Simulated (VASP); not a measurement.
# CaZn (Pm-3m) in VASP: single point with LDA

Aim: the single point of CaZn with LDA.

Everything below comes from runs of VASP 6.6.1. Logs are shortened: lines on timing, memory, paths and dates and some standing lists are left out, and cuts for length are marked.

## Step 1: The cell of the first run

The structure is cubic, space group Pm-3m (No. 221). The conventional cell has a = 3.649 Å, b = 3.649 Å, c = 3.649 Å, α = 90.00°, β = 90.00°, γ = 90.00°. Within 4.2 Å of Ca (site symmetry m-3m) lie 8 Zn at 3.16 Å and 6 Ca at 3.65 Å. Zn (site symmetry m-3m) has 8 Ca at 3.16 Å and 6 Zn at 3.65 Å within 4.2 Å.

## Step 2: Single point, LDA

INCAR

```
SYSTEM = CaZn
ALGO     = Normal         ! electronic algorithm
EDIFF    = 1E-7           ! SCF threshold, eV
ENCUT    = 520            ! plane-wave cutoff, eV
GGA      = CA             ! functional
ISIF     = 2              ! what is computed and relaxed
ISMEAR   = 0              ! smearing method
LASPH    = .True.         ! aspherical terms in the spheres
LCHARG   = .True.         ! write CHGCAR
LELF     = .True.         ! ELF
LREAL    = .False.        ! projectors in reciprocal space
LVHAR    = .True.       
LWAVE    = .False.        ! write WAVECAR
NBANDS   = 18             ! bands
NELM     = 60             ! most SCF steps
PREC     = Accurate       ! precision mode
SIGMA    = 0.15           ! smearing width, eV
```

KPOINTS

```
k-points
0
Gamma
  14 14 14
  0 0 0
```

POSCAR

```
CaZn
1.0
    3.6486837200      0.0000000000      0.0000000000
    0.0000000000      3.6486837200      0.0000000000
    0.0000000000      0.0000000000      3.6486837200
Ca Zn
1 1
Direct
    0.0000000000      0.0000000000      0.0000000000
    0.5000000000      0.5000000000      0.5000000000
```

Potentials or basis: VASP PAW LDA potentials, release 64 (Ca_sv, Zn).

Started as:

```console
> cat potpaw_LDA.64/Ca_sv/POTCAR potpaw_LDA.64/Zn/POTCAR > POTCAR
> mpirun -np 1 vasp_std > vasp.out
```

OUTCAR:

```text
SYSTEM = CaZn
   EDIFF = 1E-7
   ENCUT = 520
   GGA = CA
   ISIF = 2
   ISMEAR = 0
   LASPH = .True.
   LREAL = .False.
   NELM = 60
   PREC = Accurate

 ion  position               nearest neighbor table
   1  0.000  0.000  0.000-
   2  0.500  0.500  0.500-

  LATTYP: Found a simple cubic cell.
 ALAT       =     3.6486837200

  Lattice vectors:

 A1 = (   3.6486837200,   0.0000000000,   0.0000000000)
 A2 = (   0.0000000000,   3.6486837200,   0.0000000000)
 A3 = (   0.0000000000,   0.0000000000,   3.6486837200)

Analysis of symmetry for initial positions (statically):
=====================================================================
 Subroutine PRICEL returns:
 Original cell was already a primitive cell.

 Routine SETGRP: Setting up the symmetry group for a
 simple cubic supercell.

 Subroutine GETGRP returns: Found 48 space group operations
 (whereof 48 operations were pure point group operations)
 out of a pool of 48 trial point group operations.

The static configuration has the point symmetry O_h .

Analysis of symmetry for dynamics (positions and initial velocities):
=====================================================================
 Subroutine PRICEL returns:
 Original cell was already a primitive cell.

 Routine SETGRP: Setting up the symmetry group for a
 simple cubic supercell.

 Subroutine GETGRP returns: Found 48 space group operations
 (whereof 48 operations were pure point group operations)
 out of a pool of 48 trial point group operations.

The dynamic configuration has the point symmetry O_h .

 Subroutine INISYM returns: Found 48 space group operations
 (whereof 48 operations are pure point group operations),
 and found     1 'primitive' translations

----------------------------------------------------------------------------------------

                                     Primitive cell

  volume of cell :      48.5745

  direct lattice vectors                    reciprocal lattice vectors
     3.648683720  0.000000000  0.000000000     0.274071440  0.000000000  0.000000000
     0.000000000  3.648683720  0.000000000     0.000000000  0.274071440  0.000000000
     0.000000000  0.000000000  3.648683720     0.000000000  0.000000000  0.274071440

  length of vectors
     3.648683720  3.648683720  3.648683720     0.274071440  0.274071440  0.274071440

  position of ions in fractional coordinates (direct lattice)
     0.000000000  0.000000000  0.000000000
     0.500000000  0.500000000  0.500000000

  ion indices of the primitive-cell ions
   primitive index   ion index
                 1           1
                 2           2

----------------------------------------------------------------------------------------

 KPOINTS: k-points

Automatic generation of k-mesh.
 Grid dimensions read from file:
 generate k-points for:   14   14   14

 Generating k-lattice:

  Cartesian coordinates                     Fractional coordinates (reciprocal lattice)
     0.019576531  0.000000000  0.000000000     0.071428571  0.000000000  0.000000000
     0.000000000  0.019576531  0.000000000     0.000000000  0.071428571  0.000000000
     0.000000000  0.000000000  0.019576531     0.000000000  0.000000000  0.071428571

  Length of vectors
     0.019576531  0.019576531  0.019576531

  Shift w.r.t. Gamma in fractional coordinates (k-lattice)
     0.000000000  0.000000000  0.000000000

 Subroutine IBZKPT returns following result:
 ===========================================

 Found    120 irreducible k-points:

 Following reciprocal coordinates:
            Coordinates               Weight
  0.000000  0.000000  0.000000      1.000000
  0.071429  0.000000  0.000000      6.000000
  0.142857  0.000000  0.000000      6.000000
  0.214286  0.000000  0.000000      6.000000
  0.285714  0.000000  0.000000      6.000000
  0.357143  0.000000  0.000000      6.000000
[... 16 lines left out ...]
  0.285714  0.214286  0.000000     24.000000
  0.357143  0.214286  0.000000     24.000000
 [... further k-points ...]
   k-points           NKPTS =    120   k-points in BZ     NKDIM =    120   number of bands    NBANDS=     18
   number of dos      NEDOS =    301   number of ions     NIONS =      2
   total plane-waves  NPLWV =  21952
   dimension x,y,z NGX =    28 NGY =   28 NGZ =   28
   dimension x,y,z NGXF=    56 NGYF=   56 NGZF=   56
   ions per type =               1   1
   NGX,Y,Z   is equivalent  to a cutoff of  12.76, 12.76, 12.76 a.u.
   NGXF,Y,Z  is equivalent  to a cutoff of  25.52, 25.52, 25.52 a.u.
 SYSTEM =  CaZn
   PREC   = accura    normal or accurate (medium, high low for compatibility)
   ISTART =      0    job   : 0-new  1-cont  2-samecut
   ICHARG =      2    charge: 1-file 2-atom 10-const
   ISPIN  =      1    spin polarized calculation?
   LNONCOLLINEAR =      F non collinear calculations
   LSORBIT =      F    spin-orbit coupling
   LASPH  =      T    aspherical Exc in radial PAW
   ENCUT  =  520.0 eV  38.22 Ry    6.18 a.u.   6.78  6.78  6.78*2*pi/ulx,y,z
   NELM   =     60;   NELMIN=  2; NELMDL= -5     # of ELM steps
   EDIFF  = 0.1E-06   stopping-criterion for ELM
   LREAL  =      F    real-space projection
   EDIFFG = 0.1E-05   stopping-criterion for IOM
   NSW    =      0    number of steps for IOM
   IBRION =     -1    ionic relax: 0-MD 1-quasi-New 2-CG
   NFREE  =      0    steps in history (QN), initial steepest desc. (CG)
   ISIF   =      2    stress and relaxation
   ISYM   =      2    0-nonsym 1-usesym 2-fastsym
   POTIM  = 0.5000    time-step for ionic-motion
   TEBEG  =    0.0;   TEEND  =   0.0 temperature during run
   PSTRESS=    0.0 pullay stress
   NELECT =      22.0000    total number of electrons
   NUPDOWN=      -1.0000    fix difference up-down
   EMIN   =  10.00;   EMAX   =-10.00  energy-range for DOS
   EFERMI =   0.00;   METHOD = LEGACY
   ISMEAR =     0;   SIGMA  =   0.15  broadening in eV -4-tet -1-fermi 0-gaus
   EFERMI_NEDOS =   21; number of points for ismear=-14 and -15
   IALGO  =     38    algorithm
   IMIX   =      4    mixing-type and parameters
     AMIX     =   0.40;   BMIX     =  1.00
     AMIX_MAG =   1.60;   BMIX_MAG =  1.00
  volume/ion in A,a.u.               =      24.29       163.90
  Fermi-wavevector in a.u.,A,eV,Ry     =   1.257225  2.375810 21.505552  1.580613
  Thomas-Fermi vector in A             =   2.390894
   LORBIT       =      0    0 simple, 1 ext, 2 COOP (PROOUT), +10 PAW based schemes
   GGA     = CA    functional components
   LHFCALC =     F    Hartree Fock is set to
   AEXX    =    0.0000 exact exchange contribution
   IVDW    =     0    specifies the selected vdW correction
   LEPSILON=     F    determine dielectric tensor
   LRPA    =     F    only Hartree local field effects (RPA)
 non-spin polarized calculation
 Gauss-broadening in eV      SIGMA  =   0.15
  energy-cutoff  :      520.00
  volume of cell :       48.57
 maximum number of plane-waves:      1357
 NGX is ok and might be reduce to    28
   NGX = 13   NGY = 13   NGZ = 13

 number of electron      21.9999977 magnetization

 Free energy of the ion-electron system (eV)
  ---------------------------------------------------
  ext. energy  EPLUGINS =         0.00000000
  ---------------------------------------------------
  free energy    TOTEN  =        -4.53157297 eV

  energy without entropy =       -4.51623439  energy(sigma->0) =       -4.52390368

 E-fermi :   2.3252     XC(G=0):  -9.8001

 val. band max:        2.2941116044   @ k =   0.5000   0.3571   0.2857
 cond. band min:       2.3309846293   @ k =   0.2857   0.2143   0.1429
 fundamental gap:      0.0368730249
 Fermi energy:         2.3252286801

 k-point     1 :       0.0000    0.0000    0.0000
  band No.  band energies     occupation
      1     -38.2213      2.00000
      2     -19.4716      2.00000
      3     -19.4716      2.00000
      4     -19.4716      2.00000
      5      -4.7902      2.00000
      6      -4.7902      2.00000
[... 10 lines left out ...]
     17       6.9595      0.00000
     18       6.9595      0.00000

 k-point     2 :       0.0714    0.0000    0.0000
  band No.  band energies     occupation
      1     -38.2206      2.00000
      2     -19.4805      2.00000
      3     -19.4708      2.00000
      4     -19.4708      2.00000
      5      -4.7886      2.00000
      6      -4.7835      2.00000
[... 10 lines left out ...]
     17       7.4981      0.00000
     18       7.4981      0.00000

 k-point     3 :       0.1429    0.0000    0.0000
  band No.  band energies     occupation
      1     -38.2188      2.00000
      2     -19.5055      2.00000
      3     -19.4687      2.00000
      4     -19.4687      2.00000
      5      -4.7840      2.00000
      6      -4.7655      2.00000
[... 10 lines left out ...]
     17       8.1174      0.00000
     18       8.1174      0.00000

 k-point     4 :       0.2143    0.0000    0.0000
  band No.  band energies     occupation
      1     -38.2161      2.00000
      2     -19.5412      2.00000
      3     -19.4657      2.00000
      4     -19.4657      2.00000
      5      -4.7773      2.00000
      6      -4.7410      2.00000
[... 375 lines left out ...]
      4     -19.4596      2.00000
      5      -4.7540      2.00000
      6      -4.7003      2.00000
[... 10 lines left out ...]
     17       7.7699      0.00000
     18       9.6634      0.00000

 k-point    23 :       0.2857    0.2143    0.0000
  band No.  band energies     occupation
      1     -38.2081      2.00000
      2     -19.5719      2.00000
      3     -19.5285      2.00000
      4     -19.4562      2.00000
      5      -4.7471      2.00000
      6      -4.7048      2.00000
[... 10 lines left out ...]
     17       8.0056      0.00000
     18      10.0839      0.00000

 k-point    24 :       0.3571    0.2143    0.0000
  band No.  band energies     occupation
      1     -38.2055      2.00000
      2     -19.6059      2.00000
      3     -19.5246      2.00000
      4     -19.4531      2.00000
      5      -4.7418      2.00000
      6      -4.7178      2.00000
[... 10 lines left out ...]
     17       8.3720      0.00000
     18      10.4727      0.00000

 [... further k-points ...]

------------------------ aborting loop because EDIFF is reached ----------------------------------------

  FORCE on cell =-STRESS in cart. coord.  units (eV):
  Direction    XX          YY          ZZ          XY          YZ          ZX
  --------------------------------------------------------------------------------------
  -------------------------------------------------------------------------------------
  Total       -0.8911843     -0.8911843     -0.8911843     -0.0000000     -0.0000000      0.0000000
  in kB      -29.3947299    -29.3947299    -29.3947299     -0.0000000     -0.0000000      0.0000000
  external PRESSURE =     -29.3947299 kB  Pullay stress =       0.0000000 kB

 VOLUME and BASIS-vectors are now :
 -----------------------------------------------------------------------------
  energy-cutoff  :      520.00
  volume of cell :       48.57
      direct lattice vectors                 reciprocal lattice vectors
     3.648683720  0.000000000  0.000000000     0.274071440  0.000000000  0.000000000
     0.000000000  3.648683720  0.000000000     0.000000000  0.274071440  0.000000000
     0.000000000  0.000000000  3.648683720     0.000000000  0.000000000  0.274071440

 POSITION                                       TOTAL-FORCE (eV/Angst)
 -----------------------------------------------------------------------------------
      0.00000      0.00000      0.00000         0.000000      0.000000      0.000000
      1.82434      1.82434      1.82434         0.000000      0.000000      0.000000
 -----------------------------------------------------------------------------------
    total drift:                                0.000000      0.000000      0.000000

  FREE ENERGIE OF THE ION-ELECTRON SYSTEM (eV)
  ---------------------------------------------------
  free  energy   TOTEN  =        -4.5315729678 eV

  energy  without entropy=       -4.5162343912  energy(sigma->0) =       -4.52390368
```

Run time: 35 s. Hardware: 1 thread of Intel Xeon 6975P-C (Granite Rapids), shared host; peak memory 0.22 GiB.

Results:

```
Free energy            : -4.5316 eV
Pressure               : -2.9 GPa
Band gap on the k mesh : zero (band 11 reaches 3.79 eV, above the bottom of band 12 at 1.66 eV)
```

Levels at points of the mesh, in eV from the Fermi level:
| k point | band 9 | band 10 | band 11 | band 12 | band 13 | band 14 |
| --- | --- | --- | --- | --- | --- | --- |
| (0.00, 0.00, 0.00) | -6.97 | -6.46 | 1.46 | 1.46 | 4.56 | 4.56 |
| (0.50, 0.00, 0.00) | -6.96 | -4.10 | -2.61 | 1.96 | 2.44 | 2.44 |
| (0.50, 0.50, 0.00) | -6.87 | -3.24 | -0.19 | -0.19 | 1.25 | 3.64 |
| (0.50, 0.50, 0.50) | -6.87 | -0.66 | -0.66 | -0.66 | -0.55 | 4.73 |
